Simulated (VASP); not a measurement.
# In3As (P1) in VASP: single point with LDA

Aim: the single point of In3As with LDA.

Everything below comes from runs of VASP 6.6.1. Logs are shortened: lines on timing, memory, paths and dates and some standing lists are left out, and cuts for length are marked.

## Step 1: The cell of the first run

The typed cell holds 4 atoms: a = 4.672 Å, b = 4.672 Å, c = 4.672 Å, α = 90.00°, β = 90.00°, γ = 90.00°.

## Step 2: Single point, LDA

File INCAR:

```
SYSTEM = In3As
PREC     = Accurate       ! precision mode
ENCUT    = 500            ! plane-wave cutoff, eV
EDIFF    = 1E-6           ! SCF threshold, eV
ISMEAR   = -1             ! smearing method
SIGMA    = 0.1            ! smearing width, eV
LREAL    = .FALSE.        ! projectors in reciprocal space
LASPH    = .TRUE.         ! aspherical terms in the spheres
NELM     = 120            ! most SCF steps
ALGO     = Normal         ! electronic algorithm
ISIF     = 2              ! what is computed and relaxed
LWAVE    = .FALSE.        ! write WAVECAR
LCHARG   = .FALSE.        ! write CHGCAR
NBANDS   = 30             ! bands
GGA_COMPAT= .FALSE.
```

File KPOINTS:

```
Automatic mesh
0
G
  3 3 3
  0 0 0
```

File POSCAR:

```
In3As
1.0
    4.6716810000      0.0000000000      0.0000000000
    0.0000000000      4.6716810000      0.0000000000
    0.0000000000      0.0000000000      4.6716810000
In As
3 1
Direct
   -0.0601236118      0.4467444582      0.5026616354
    0.4697788583     -0.0433001692      0.5013580625
    0.4873790304      0.5247721010      0.0046546031
    0.1127372803      0.0817285014     -0.0025692312
```

Potentials or basis: VASP PAW LDA potentials, release 64 (In_d, As).

Run with:

```sh
cat potpaw_LDA.64/In_d/POTCAR potpaw_LDA.64/As/POTCAR > POTCAR
mpirun -np 1 vasp_std > vasp.out
```

OUTCAR:

```text
SYSTEM = In3As
   PREC = Accurate
   ENCUT = 500
   EDIFF = 1E-6
   ISMEAR = -1
   LREAL = .FALSE.
   LASPH = .TRUE.
   NELM = 120
   ISIF = 2

 ion  position               nearest neighbor table
   1  0.940  0.447  0.503-   4 2.98   4 3.02   3 3.16   2 3.17   3 3.18   2 3.24   2 3.37   2 3.44
                             3 3.48   3 3.49
   2  0.470  0.957  0.501-   4 2.91   4 2.94   3 3.08   3 3.10   1 3.17   1 3.24   1 3.37   1 3.44
                             3 3.53   3 3.55
   3  0.487  0.525  0.005-   4 2.71   2 3.08   2 3.10   4 3.14   1 3.16   1 3.18   1 3.48   1 3.49
                             2 3.53   2 3.55
   4  0.113  0.082  0.997-   3 2.71   2 2.91   2 2.94   1 2.98   1 3.02   3 3.14

  LATTYP: Found a simple cubic cell.
 ALAT       =     4.6716810000

  Lattice vectors:

 A1 = (   4.6716810000,   0.0000000000,   0.0000000000)
 A2 = (   0.0000000000,   4.6716810000,   0.0000000000)
 A3 = (   0.0000000000,   0.0000000000,   4.6716810000)

Analysis of symmetry for initial positions (statically):
=====================================================================
 Subroutine PRICEL returns:
 Original cell was already a primitive cell.

 Routine SETGRP: Setting up the symmetry group for a
 simple cubic supercell.

 Subroutine GETGRP returns: Found  1 space group operations
 (whereof  1 operations were pure point group operations)
 out of a pool of 48 trial point group operations.

The static configuration has the point symmetry C_1 .

Analysis of symmetry for dynamics (positions and initial velocities):
=====================================================================
 Subroutine PRICEL returns:
 Original cell was already a primitive cell.

 Routine SETGRP: Setting up the symmetry group for a
 simple cubic supercell.

 Subroutine GETGRP returns: Found  1 space group operations
 (whereof  1 operations were pure point group operations)
 out of a pool of 48 trial point group operations.

The dynamic configuration has the point symmetry C_1 .

 Subroutine INISYM returns: Found  1 space group operations
 (whereof  1 operations are pure point group operations),
 and found     1 'primitive' translations

----------------------------------------------------------------------------------------

[... 81 lines left out ...]
   LSORBIT =      F    spin-orbit coupling
   LASPH  =      T    aspherical Exc in radial PAW
   ENCUT  =  500.0 eV  36.75 Ry    6.06 a.u.   8.52  8.52  8.52*2*pi/ulx,y,z
   NELM   =    120;   NELMIN=  2; NELMDL= -5     # of ELM steps
   EDIFF  = 0.1E-05   stopping-criterion for ELM
   LREAL  =      F    real-space projection
   EDIFFG = 0.1E-04   stopping-criterion for IOM
   NSW    =      0    number of steps for IOM
   IBRION =     -1    ionic relax: 0-MD 1-quasi-New 2-CG
   NFREE  =      0    steps in history (QN), initial steepest desc. (CG)
   ISIF   =      2    stress and relaxation
   ISYM   =      2    0-nonsym 1-usesym 2-fastsym
   POTIM  = 0.5000    time-step for ionic-motion
   TEBEG  =    0.0;   TEEND  =   0.0 temperature during run
   PSTRESS=    0.0 pullay stress
   NELECT =      44.0000    total number of electrons
   NUPDOWN=      -1.0000    fix difference up-down
   EMIN   =  10.00;   EMAX   =-10.00  energy-range for DOS
   EFERMI =   0.00;   METHOD = LEGACY
   ISMEAR =    -1;   SIGMA  =   0.10  broadening in eV -4-tet -1-fermi 0-gaus
   EFERMI_NEDOS =   21; number of points for ismear=-14 and -15
   IALGO  =     38    algorithm
   IMIX   =      4    mixing-type and parameters
     AMIX     =   0.40;   BMIX     =  1.00
     AMIX_MAG =   1.60;   BMIX_MAG =  1.00
  volume/ion in A,a.u.               =      25.49       172.01
  Fermi-wavevector in a.u.,A,eV,Ry     =   1.237141  2.337858 20.823961  1.530518
  Thomas-Fermi vector in A             =   2.371720
   LORBIT       =      0    0 simple, 1 ext, 2 COOP (PROOUT), +10 PAW based schemes
   GGA     = CA    functional components
   LHFCALC =     F    Hartree Fock is set to
   AEXX    =    0.0000 exact exchange contribution
   IVDW    =     0    specifies the selected vdW correction
   LEPSILON=     F    determine dielectric tensor
   LRPA    =     F    only Hartree local field effects (RPA)
 non-spin polarized calculation
  energy-cutoff  :      500.00
  volume of cell :      101.96
 maximum number of plane-waves:      2605
 NGX is ok and might be reduce to    36
   NGX = 17   NGY = 17   NGZ = 17

 number of electron      43.9999992 magnetization

 Free energy of the ion-electron system (eV)
  ---------------------------------------------------
  ext. energy  EPLUGINS =         0.00000000
  ---------------------------------------------------
  free energy    TOTEN  =       -14.79808777 eV

  energy without entropy =      -14.73033057  energy(sigma->0) =      -14.76420917

 E-fermi :   6.7136     XC(G=0): -10.3304

 val. band max:        6.4553869725   @ k =  -0.3333  -0.3333   0.3333
 cond. band min:       6.8218519302   @ k =   0.0000  -0.3333   0.3333
 fundamental gap:      0.3664649577
 Fermi energy:         6.7136484448

 k-point     1 :       0.0000    0.0000    0.0000
  band No.  band energies     occupation
      1      -8.3328      2.00000
      2      -8.3157      2.00000
      3      -8.2884      2.00000
      4      -8.2488      2.00000
      5      -8.1630      2.00000
      6      -8.0701      2.00000
[... 451 lines left out ...]
     29      13.3325      0.00000
     30      14.3141      0.00000

------------------------ aborting loop because EDIFF is reached ----------------------------------------

  FORCE on cell =-STRESS in cart. coord.  units (eV):
  Direction    XX          YY          ZZ          XY          YZ          ZX
  --------------------------------------------------------------------------------------
  -------------------------------------------------------------------------------------
  Total       -1.2073749     -1.4779095     -2.0156836     -0.0571767      0.0130983      0.0204616
  in kB      -18.9728775    -23.2240994    -31.6747647     -0.8984840      0.2058290      0.3215372
  external PRESSURE =     -24.6239139 kB  Pullay stress =       0.0000000 kB

 VOLUME and BASIS-vectors are now :
 -----------------------------------------------------------------------------
  energy-cutoff  :      500.00
  volume of cell :      101.96
      direct lattice vectors                 reciprocal lattice vectors
     4.671681000  0.000000000  0.000000000     0.214055711  0.000000000  0.000000000
     0.000000000  4.671681000  0.000000000     0.000000000  0.214055711  0.000000000
     0.000000000  0.000000000  4.671681000     0.000000000  0.000000000  0.214055711

 POSITION                                       TOTAL-FORCE (eV/Angst)
 -----------------------------------------------------------------------------------
      4.39080      2.08705      2.34827         0.003271      0.008291     -0.008041
      2.19466      4.46940      2.34218         0.001389     -0.003151      0.005746
      2.27688      2.45157      0.02174        -0.003424     -0.006731     -0.003837
      0.52667      0.38181      4.65968        -0.001236      0.001591      0.006133
 -----------------------------------------------------------------------------------
    total drift:                               -0.000002      0.000204      0.000264

  FREE ENERGIE OF THE ION-ELECTRON SYSTEM (eV)
  ---------------------------------------------------
  free  energy   TOTEN  =       -14.7980877746 eV

  energy  without entropy=      -14.7303305674  energy(sigma->0) =      -14.76420917
```

OSZICAR:

```text
N       E                     dE             d eps       ncg     rms          rms(c)
DAV:   1     0.393256164274E+03    0.39326E+03   -0.20163E+04   840   0.183E+03
DAV:   2     0.247053316735E+02   -0.36855E+03   -0.36025E+03   852   0.435E+02
DAV:   3    -0.134187108689E+02   -0.38124E+02   -0.37454E+02  1018   0.162E+02
DAV:   4    -0.149647510021E+02   -0.15460E+01   -0.15423E+01   972   0.347E+01
DAV:   5    -0.150364385082E+02   -0.71688E-01   -0.71674E-01  1190   0.640E+00    0.533E+00
DAV:   6    -0.148209045026E+02    0.21553E+00   -0.55790E-01  1110   0.770E+00    0.293E+00
DAV:   7    -0.148029896988E+02    0.17915E-01   -0.11454E-01  1164   0.247E+00    0.784E-01
DAV:   8    -0.147988330379E+02    0.41567E-02   -0.10255E-02  1170   0.870E-01    0.310E-01
DAV:   9    -0.147980977944E+02    0.73524E-03   -0.20762E-03  1172   0.599E-01    0.830E-02
DAV:  10    -0.147980873960E+02    0.10398E-04   -0.25921E-04  1210   0.227E-01    0.404E-02
DAV:  11    -0.147980885218E+02   -0.11257E-05   -0.46130E-05  1190   0.738E-02    0.962E-03
DAV:  12    -0.147980878016E+02    0.72012E-06   -0.10638E-05  1076   0.301E-02    0.471E-03
DAV:  13    -0.147980877746E+02    0.27041E-07   -0.93924E-07   684   0.981E-03
   1 F= -.14798088E+02 E0= -.14764209E+02  d E =-.677572E-01
```

Run time: 30 s. Hardware: 1 thread of Intel Xeon Platinum 8259CL at 2.50GHz (Skylake/Cascade Lake), shared host; peak memory 0.18 GiB.

What came out:

| Item | Value |
| --- | --- |
| Free energy | -14.7981 eV |
| Pressure | -2.5 GPa |
| Largest force | 0.012 eV/Å |
| Band gap on the k mesh | zero (bands 22 and 23 overlap by 0.57 eV) |

Forces on the atoms (eV/Å):
```
In   0.003  0.008 -0.008
In   0.001 -0.003  0.006
In  -0.003 -0.007 -0.004
As  -0.001  0.002  0.006
```

Stress tensor (GPa, compression positive):
```
-1.90 -0.09  0.03
-0.09 -2.32  0.02
 0.03  0.02 -3.17
```

Levels at points of the mesh, in eV from the Fermi level:
```csv
k point,band 18,band 19,band 20,band 21,band 22,band 23,band 24,band 25,band 26,band 27
"(0.00, 0.00, 0.00)",-3.91,-3.52,-3.06,-2.35,-1.46,1.50,1.86,2.11,3.59,4.06
```

Caveat: the k points lie up to 0.45 Å⁻¹ apart, too coarse for converged energies and pressures of a metal; semilocal functionals underestimate gaps, so a narrow gap can read as zero; spin-orbit coupling is left out, which moves the levels of the heavy elements.
